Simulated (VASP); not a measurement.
# Os (P6_3/mmc) in VASP: further runs, part 2 of 2

VASP 6.6.1.

**5. Relaxation of cell and atoms, revPBE+D4**

This run uses another cell than the first one, of 13.98 Å³/atom, 0.974 times its volume.

INCAR reads:

```
SYSTEM = Os
PREC     = Accurate       ! precision mode
ENCUT    = 600            ! plane-wave cutoff, eV
EDIFF    = 1E-6           ! SCF threshold, eV
ISMEAR   = -1             ! smearing method
SIGMA    = 0.05           ! smearing width, eV
LREAL    = .FALSE.        ! projectors in reciprocal space
LASPH    = .TRUE.         ! aspherical terms in the spheres
NELM     = 100            ! most SCF steps
ALGO     = Normal         ! electronic algorithm
ISIF     = 3              ! what is computed and relaxed
LWAVE    = .FALSE.        ! write WAVECAR
LCHARG   = .FALSE.        ! write CHGCAR
GGA      = RE             ! functional
IVDW     = 13             ! dispersion correction
IBRION   = 2              ! ionic algorithm
NSW      = 80             ! ionic steps
EDIFFG   = -0.02          ! ionic threshold
```

KPOINTS reads:

```
regular mesh
0
G
  11 11 6
  0 0 0
```

POSCAR reads:

```
Os
1.0
    2.7341000000      0.0000000000      0.0000000000
   -1.3670500000      2.3678000565      0.0000000000
    0.0000000000      0.0000000000      4.3197000000
Os
2
Direct
    0.6666666667      0.3333333333      0.7500000000
    0.3333333333      0.6666666667      0.2500000000
```

On the command line:

```sh
cat potpaw_PBE.64/Os/POTCAR > POTCAR
mpirun -np 1 vasp_std > vasp.out
```

Run time: 61 s. Hardware: 1 thread of Intel Xeon 8259CL, shared host; peak memory 0.17 GiB.

Results (log left out):

* Free energy: -23.5246 eV
* Relaxed volume: 13.99 Å³/atom
* Relaxed cell: a = 2.734 Å, b = 2.734 Å, c = 4.322 Å, α = 90.00°, β = 90.00°, γ = 120.00°
* Space group after relaxing (to 0.05 Å): P6_3/mmc (No. 194)
* Energy gained by relaxing: 0.0 meV/atom
* Ionic steps: 3
* Pressure after relaxing: -0.1 GPa
* Band gap on the k mesh: zero (band 8 reaches 11.61 eV, above the bottom of band 9 at 7.73 eV)
* Dispersion energy per atom: -1.048 eV

Final structure:
```cif
data_structure
_symmetry_space_group_name_H-M 'P 1'
_symmetry_Int_Tables_number 1
_cell_length_a 2.7343
_cell_length_b 2.7343
_cell_length_c 4.3218
_cell_angle_alpha 90.000
_cell_angle_beta 90.000
_cell_angle_gamma 120.000
_cell_volume 27.98
loop_
_atom_site_label
_atom_site_type_symbol
_atom_site_fract_x
_atom_site_fract_y
_atom_site_fract_z
_atom_site_occupancy
Os1 Os 0.66667 0.33333 0.75000 1
Os2 Os 0.33333 0.66667 0.25000 1
```

Levels at points of the mesh, in eV from the Fermi level:
| k point | band 6 | band 7 | band 8 | band 9 | band 10 | band 11 |
| --- | --- | --- | --- | --- | --- | --- |
| (0.00, 0.00, 0.00) | -2.16 | -2.16 | -1.51 | -1.51 | 0.06 | 1.73 |
| (0.00, 0.00, 0.50) | -3.20 | -3.20 | -3.20 | 0.94 | 0.94 | 0.94 |

Caveat: the PAW data sets were made with another functional, which shifts forces and pressure a little; spin-orbit coupling is left out, which moves the levels of the heavy elements; pairwise dispersion overbinds metals, which lowers pressure and volume.

**6. Relaxation of cell and atoms, BLYP**

This run uses another cell than the first one, of 13.98 Å³/atom, 0.974 times its volume.

INCAR reads:

```
SYSTEM = Os
  PREC = Accurate
  ENCUT = 600
  EDIFF = 1E-7
  ISMEAR = -1
  SIGMA = 0.05
  LREAL = .False.
  LASPH = .True.
  NELM = 100
  ALGO = Normal
  ISIF = 3
  LWAVE = .False.
  LCHARG = .False.
  GGA = B5
  ALDAX = 1.0
  AGGAX = 1.0
  AGGAC = 1.0
  ALDAC = 0.0
  IBRION = 2
  NSW = 80
  EDIFFG = -0.02
```

KPOINTS reads:

```
regular mesh
0
Gamma
  11 11 6
  0 0 0
```

POSCAR is that of step 5.

Potentials or basis: VASP PAW PBE potentials, release 64 (Os).

On the command line:

```sh
cat potpaw_PBE.64/Os/POTCAR > POTCAR
mpirun -np 1 vasp_std > vasp.out
```

OUTCAR:

```text
SYSTEM = Os
   PREC = Accurate
   ENCUT = 600
   EDIFF = 1E-7
   ISMEAR = -1
   LREAL = .False.
   LASPH = .True.
   NELM = 100
   ISIF = 3
   GGA = B5
   IBRION = 2
   NSW = 80
   EDIFFG = -0.02

 ion  position               nearest neighbor table
   1  0.667  0.333  0.750-   2 2.68   2 2.68   2 2.68   2 2.68   2 2.68   2 2.68
   2  0.333  0.667  0.250-   1 2.68   1 2.68   1 2.68   1 2.68   1 2.68   1 2.68

  LATTYP: Found a hexagonal cell.
 ALAT       =     2.7341000000
 C/A-ratio  =     1.5799348963

  Lattice vectors:

 A1 = (   2.7341000000,   0.0000000000,   0.0000000000)
 A2 = (  -1.3670500000,   2.3678000565,   0.0000000000)
 A3 = (   0.0000000000,   0.0000000000,   4.3197000000)

Analysis of symmetry for initial positions (statically):
=====================================================================
 Subroutine PRICEL returns:
 Original cell was already a primitive cell.

 Routine SETGRP: Setting up the symmetry group for a
 hexagonal supercell.

 Subroutine GETGRP returns: Found 24 space group operations
 (whereof 12 operations were pure point group operations)
 out of a pool of 24 trial point group operations.

The static configuration has the point symmetry D_3d.
 The point group associated with its full space group is D_6h.

Analysis of symmetry for dynamics (positions and initial velocities):
=====================================================================
 Subroutine PRICEL returns:
 Original cell was already a primitive cell.

 Routine SETGRP: Setting up the symmetry group for a
 hexagonal supercell.

 Subroutine GETGRP returns: Found 24 space group operations
 (whereof 12 operations were pure point group operations)
 out of a pool of 24 trial point group operations.

The dynamic configuration has the point symmetry D_3d.
 The point group associated with its full space group is D_6h.

 Subroutine INISYM returns: Found 24 space group operations
 (whereof 12 operations are pure point group operations),
 and found     1 'primitive' translations

----------------------------------------------------------------------------------------

                                     Primitive cell

  volume of cell :      27.9649

[... 101 lines left out ...]
   EMIN   =  10.00;   EMAX   =-10.00  energy-range for DOS
   EFERMI =   0.00;   METHOD = LEGACY
   ISMEAR =    -1;   SIGMA  =   0.05  broadening in eV -4-tet -1-fermi 0-gaus
   EFERMI_NEDOS =   21; number of points for ismear=-14 and -15
   IALGO  =     38    algorithm
   IMIX   =      4    mixing-type and parameters
     AMIX     =   0.40;   BMIX     =  1.00
     AMIX_MAG =   1.60;   BMIX_MAG =  1.00
  volume/ion in A,a.u.               =      13.98        94.36
  Fermi-wavevector in a.u.,A,eV,Ry     =   1.359076  2.568282 25.131161  1.847088
  Thomas-Fermi vector in A             =   2.485855
   LORBIT       =      0    0 simple, 1 ext, 2 COOP (PROOUT), +10 PAW based schemes
   GGA     = B5    functional components
   LHFCALC =     F    Hartree Fock is set to
   AEXX    =    0.0000 exact exchange contribution
   IVDW    =     0    specifies the selected vdW correction
   LEPSILON=     F    determine dielectric tensor
   LRPA    =     F    only Hartree local field effects (RPA)
 conjugate gradient relaxation of ions
 non-spin polarized calculation
  energy-cutoff  :      600.00
  volume of cell :       27.96
 maximum number of plane-waves:       965
 NGX is ok and might be reduce to    24
   NGX = 11   NGY = 11   NGZ = 17

--------------------------------------- Ionic step        1  -------------------------------------------

 number of electron      16.0000001 magnetization

 Free energy of the ion-electron system (eV)
  ---------------------------------------------------
  ext. energy  EPLUGINS =         0.00000000
  ---------------------------------------------------
  free energy    TOTEN  =       -19.12760807 eV

  energy without entropy =      -19.11365572  energy(sigma->0) =      -19.12063190

 E-fermi :  10.0353     XC(G=0): -13.3461

 val. band max:       10.0095203631   @ k =   0.3636  -0.0000   0.3333
 cond. band min:      10.0933555182   @ k =   0.3636   0.0909   0.3333
 fundamental gap:      0.0838351551
 Fermi energy:        10.0352967326

 k-point     1 :       0.0000    0.0000    0.0000
  band No.  band energies     occupation
      1      -0.6635      2.00000
      2       2.3555      2.00000
      3       7.0159      2.00000
      4       7.0159      2.00000
      5       7.2567      2.00000
      6       7.8476      2.00000
      7       7.8476      2.00000
      8       8.4902      2.00000
      9       8.4902      2.00000
     10      10.4347      0.00068
     11      11.7639      0.00000
     12      11.7639      0.00000
[... 560 lines left out ...]
--------------------------------------- Ionic step        7  -------------------------------------------

 number of electron      15.9999999 magnetization

 Free energy of the ion-electron system (eV)
  ---------------------------------------------------
  ext. energy  EPLUGINS =         0.00000000
  ---------------------------------------------------
  free energy    TOTEN  =       -19.30674133 eV

  energy without entropy =      -19.29115842  energy(sigma->0) =      -19.29894987

 E-fermi :   8.9715     XC(G=0): -12.9449

 val. band max:        8.9361304774   @ k =   0.3636  -0.0000   0.3333
 cond. band min:       9.0139996371   @ k =   0.2727  -0.0000   0.0000
 fundamental gap:      0.0778691597
 Fermi energy:         8.9714585261

 k-point     1 :       0.0000    0.0000    0.0000
  band No.  band energies     occupation
      1      -1.0963      2.00000
      2       1.9528      2.00000
      3       6.2631      2.00000
      4       6.2631      2.00000
      5       6.5037      2.00000
      6       7.0071      2.00000
      7       7.0071      2.00000
      8       7.5544      2.00000
      9       7.5544      2.00000
     10       9.4023      0.00036
     11      10.5226      0.00000
     12      10.5226      0.00000
[... 374 lines left out ...]
  FREE ENERGIE OF THE ION-ELECTRON SYSTEM (eV)
  ---------------------------------------------------
  free  energy   TOTEN  =       -19.3067413268 eV

  energy  without entropy=      -19.2911584199  energy(sigma->0) =      -19.29894987

 reached required accuracy - stopping structural energy minimisation
```

OSZICAR:

```text
N       E                     dE             d eps       ncg     rms          rms(c)
DAV:   1     0.123851367911E+03    0.12385E+03   -0.83701E+03  1536   0.144E+03
DAV:   2    -0.118981980819E+02   -0.13575E+03   -0.12268E+03  1604   0.422E+02
[... 65 lines left out ...]
DAV:   1    -0.193069777785E+02   -0.39486E-03   -0.19090E-02  1568   0.121E+00    0.751E-02
DAV:   2    -0.193067966076E+02    0.18117E-03   -0.19985E-04  1864   0.188E-01    0.378E-02
DAV:   3    -0.193067414715E+02    0.55136E-04   -0.99575E-05  1748   0.846E-02    0.693E-03
DAV:   4    -0.193067415117E+02   -0.40284E-07   -0.63798E-06  1580   0.339E-02    0.352E-03
DAV:   5    -0.193067413369E+02    0.17481E-06   -0.13032E-07  1024   0.384E-03    0.787E-04
DAV:   6    -0.193067413268E+02    0.10123E-07   -0.13909E-08   772   0.137E-03
   7 F= -.19306741E+02 E0= -.19298950E+02  d E =-.309835E-03
```

CONTCAR:

```text
Os
   1.00000000000000
     2.8025351112760934   -0.0000000000000000    0.0000000000000000
    -1.4012675556380467    2.4270666013768878   -0.0000000000000000
     0.0000000000000000   -0.0000000000000000    4.4152792786080628
  Os
     2
Direct
     0.6666666667000030    0.3333333332999970    0.7500000000000000
     0.3333333332999970    0.6666666667000030    0.2500000000000000

  0.00000000E+00  0.00000000E+00  0.00000000E+00
  0.00000000E+00  0.00000000E+00  0.00000000E+00
```

Wall time 3.8 min (1 thread of Intel Xeon 8259CL, shared host); peak memory 0.18 GiB.

What came out:

```yaml
Free_energy: -19.3067 eV
Relaxed_volume: 15.02 Å³/atom
Relaxed_cell: a = 2.803 Å, b = 2.803 Å, c = 4.415 Å, α = 90.00°, β = 90.00°, γ = 120.00°
Space_group_after_relaxing_to_0.05_Å: P6_3/mmc (No. 194)
Energy_gained_by_relaxing: 89.6 meV/atom
Ionic_steps: 7
Pressure_after_relaxing: 0.1 GPa
Band_gap_on_the_k_mesh: zero (band 8 reaches 10.84 eV, above the bottom of band 9 at 7.35 eV)
```

The path:
| step | energy change (eV) | largest force (eV/Å) | pressure (GPa) | volume (Å³) |
| --- | --- | --- | --- | --- |
| 1 | 0.0000 | 0.0000 | 29.71 | 27.96 |
| 2 | 1.7648 | 0.0000 | -47.27 | 39.83 |
| 3 | -0.1756 | 0.0000 | -3.37 | 30.34 |
| 4 | -0.1788 | 0.0000 | -0.38 | 30.07 |
| 5 | -0.1788 | 0.0000 | 0.12 | 30.03 |
| 6 | -0.1790 | 0.0000 | 0.12 | 30.04 |
| 7 | -0.1791 | 0.0000 | 0.11 | 30.03 |

Final structure:
```
Os
1.0
     2.80254    0.00000    0.00000
    -1.40127    2.42707    0.00000
     0.00000    0.00000    4.41528
Os
2
Direct
  0.66667 0.33333 0.75000
  0.33333 0.66667 0.25000
```

Levels at points of the mesh, in eV from the Fermi level:
```
           k point  band 6  band 7  band 8  band 9  band 10  band 11
(0.00, 0.00, 0.00)   -1.96   -1.96   -1.42   -1.42     0.43     1.55
(0.00, 0.00, 0.50)   -2.90   -2.90   -2.90    0.81     0.81     0.81
```

Caveat: the PAW data sets were made with another functional, which shifts forces and pressure a little; spin-orbit coupling is left out, which moves the levels of the heavy elements. Zero-point motion and thermal expansion aren't in these numbers.

**7. Summary**

```csv
task,level,cell,cutoff (eV),gap on the mesh (eV),pressure (GPa),relaxed volume (Å³/atom)
single point,BLYP+D4,"a = 2.759, b = 2.759, c = 4.355 Å, angles 90.0, 90.0, 120.0°, 2 atoms",520,none,3.3,-
single point,BLYP,"a = 2.796, b = 2.796, c = 4.405 Å, angles 90.0, 90.0, 120.0°, 2 atoms",520,none,2.6,-
relaxation of cell and atoms,BLYP+D4,"relaxed from a = 2.734, b = 2.734, c = 4.320 Å, angles 90.0, 90.0, 120.0°, 2 atoms",600,none,0.0,14.47
relaxation of cell and atoms,revPBE+D4,"relaxed from a = 2.734, b = 2.734, c = 4.320 Å, angles 90.0, 90.0, 120.0°, 2 atoms",600,none,-0.1,13.99
relaxation of cell and atoms,BLYP,"relaxed from a = 2.734, b = 2.734, c = 4.320 Å, angles 90.0, 90.0, 120.0°, 2 atoms",600,none,0.1,15.02
```

Alike in all rows: potentials or basis VASP PAW PBE potentials, release 64 (Os); no spin polarisation; k mesh 11 × 11 × 6; smearing fermi-dirac 0.05 eV.

Caveats: the PAW data sets were made with another functional, which shifts forces and pressure a little; spin-orbit coupling is left out, which moves the levels of the heavy elements; pairwise dispersion overbinds metals, which lowers pressure and volume (some runs).

Absolute energies hang on the potentials; compare differences alone.
